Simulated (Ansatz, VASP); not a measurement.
**KTaO3 in VASP and in Ansatz**

File INCAR:

```
SYSTEM = KTaO3
PREC = Accurate
ENCUT = 520
EDIFF = 1E-8
ISMEAR = -1
SIGMA = 0.01
LREAL = .FALSE.
LASPH = .TRUE.
NELM = 120
ALGO = Normal
ISIF = 2
LWAVE = .FALSE.
LCHARG = .FALSE.
LEFG = .TRUE.
NBANDS = 27
GGA_COMPAT = .FALSE.
```

File KPOINTS:

```
regular mesh
0
G
  5 5 5
  0 0 0
```

File POSCAR:

```
KTaO3
1.0
    4.0407836503      0.0000000000      0.0000000000
    0.0000000000      4.0407836503      0.0000000000
    0.0000000000      0.0000000000      4.0407836503
K Ta O
1 1 3
Direct
    0.5000000000      0.5000000000      0.5000000000
    0.0000000000      0.0000000000      0.0000000000
    0.5000000000      0.0000000000      0.0000000000
    0.0000000000      0.5000000000      0.0000000000
    0.0000000000      0.0000000000      0.5000000000
```

Input for Ansatz:

```yaml
crystal:
  lattice:
    - [4.0407836503, 0.0, 0.0]
    - [0.0, 4.0407836503, 0.0]
    - [0.0, 0.0, 4.0407836503]
  atoms:
    - { symbol: K, position: [0.5, 0.5, 0.5] }
    - { symbol: Ta, position: [0.0, 0.0, 0.0] }
    - { symbol: O, position: [0.5, 0.0, 0.0] }
    - { symbol: O, position: [0.0, 0.5, 0.0] }
    - { symbol: O, position: [0.0, 0.0, 0.5] }
kpoints:
  mp_grid: { grid: [5, 5, 5] }
scf:
  occupations: { method: fermi_dirac, width: 0.01 }
hamiltonian:
  xc: lda
  pseudopotentials: { kind: all_electron, datasets: crystal }
output:
  forces: true
  stress: true
  eigenvalues: true
  efg: { contact_densities: true }
```

Change from the starting cell: volume scaled by 1.04, crystal datasets.

Alike in both runs: task electric field gradients; functional LDA; k mesh 5 × 5 × 5; occupations fermi-dirac, width 0.01 eV; no spin polarisation.

|  | VASP | Ansatz |
| --- | --- | --- |
| version | VASP 6.6.1 | Ansatz 0.2.0 |
| potentials or method | VASP PAW LDA potentials, release 64 (K_sv, Ta_pv, O), cutoff 520 eV | all-electron PAW with datasets made for the crystal, scalar-relativistic |

|  | VASP | Ansatz | Ansatz less VASP |
| --- | --- | --- | --- |
| gap on the k mesh at the Fermi level (eV) | 2.04 | 2.10 | +0.056 |
| pressure (GPa) | -11.5 | -12.4 | -0.88 |
| size of Vzz on the site where it differs most (V/Å²) | 20.5 | 22.3 | +1.80 |

LDA's correlation is that of Perdew and Zunger in VASP and of Perdew and Wang (1992) in Ansatz. Ansatz ran all-electron here, and VASP with PAW potentials.

Spin-orbit coupling is off throughout.
